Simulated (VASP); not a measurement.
Here is a VASP 6.6.1 calculation.

File INCAR:

```
SYSTEM = BeCo
PREC = Accurate
ENCUT = 520
EDIFF = 1E-7
ISMEAR = -1
SIGMA = 0.05
LREAL = .False.
LASPH = .True.
NELM = 150
ALGO = Normal
ISIF = 2
LWAVE = .False.
LCHARG = .False.
ISPIN = 2
MAGMOM = 0 3.2
LORBIT = 11
LMAXMIX = 4
NBANDS = 16
```

File KPOINTS:

```
regular mesh
0
Gamma
  11 11 11
  0 0 0
```

The input POSCAR:

```
BeCo
1.0
    2.5707794663      0.0000000000      0.0000000000
    0.0000000000      2.5707794663      0.0000000000
    0.0000000000      0.0000000000      2.5707794663
Be Co
1 1
Direct
    0.0000000000      0.0000000000      0.0000000000
    0.5000000000      0.5000000000      0.5000000000
```

Potentials or basis: VASP PAW LDA potentials, release 64 (Be, Co).

The run is started by

```console
$ cat potpaw_LDA.64/Be/POTCAR potpaw_LDA.64/Co/POTCAR > POTCAR
$ mpirun -np 1 vasp_std > vasp.out
```

Task: Estimate the pressure.

Result: -7.7 GPa.

Task: What does it give for the site moments?

Result: Be -0.02; Co +0.39 μB.

Task: What does it give for the net moment?

Result: 0.38 μB per cell.
